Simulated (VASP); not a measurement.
# C: single point with PBE

Crystal: C.

```
CELL_PARAMETERS angstrom
0.00000 1.82503 1.91519
1.82503 0.00000 1.91519
1.82503 1.82503 0.00000
ATOMIC_POSITIONS crystal
C 0.50000 0.50000 0.50000
C 0.75000 0.75000 0.75000
```

This cell differs from its parent crystal: volume 6.379 Å^3 an atom, c/a of the conventional cell 1.0494.

```
Program                : VASP 6.6.1
Task                   : single point
Functional             : PBE
Potentials or basis    : VASP PAW PBE potentials, release 64 (C)
Cutoff                 : 520 eV
k mesh                 : 12 × 12 × 12
Occupations            : gaussian, width 0.05 eV
Spin                   : no spin polarisation
Dipole correction      : no
Further INCAR settings : ALGO = Normal; EDIFF = 1e-06; NBANDS = 11
```

| Item | Value |
| --- | --- |
| Pressure | -39.3 GPa |
| Band gap on the k mesh | 3.33 eV, indirect (least direct gap 4.87 eV) |

Stress tensor (GPa, compression positive):
```
-25.57   0.00   0.00
  0.00 -25.57   0.00
  0.00   0.00 -66.73
```

Levels at points of the mesh, in eV from the valence-band top:
```tsv
k point	band 1	band 2	band 3	band 4	band 5	band 6	band 7	band 8
(0.00, 0.00, 0.00)	-20.20	-0.70	0.00	0.00	4.87	4.87	5.43	10.46
(0.50, 0.00, 0.00)	-15.05	-12.37	-3.14	-2.34	6.49	7.87	8.15	14.34
(0.50, 0.50, 0.00)	-12.64	-12.64	-5.41	-5.41	4.96	4.96	14.67	14.67
(0.50, 0.00, 0.50)	-11.99	-11.99	-6.05	-6.05	3.94	3.94	14.84	14.84
```

Run time: 8.2 s on 1 thread of Intel Xeon 6975P-C, on a shared host, peak memory 0.13 GiB.

 A k mesh can miss the band edges.
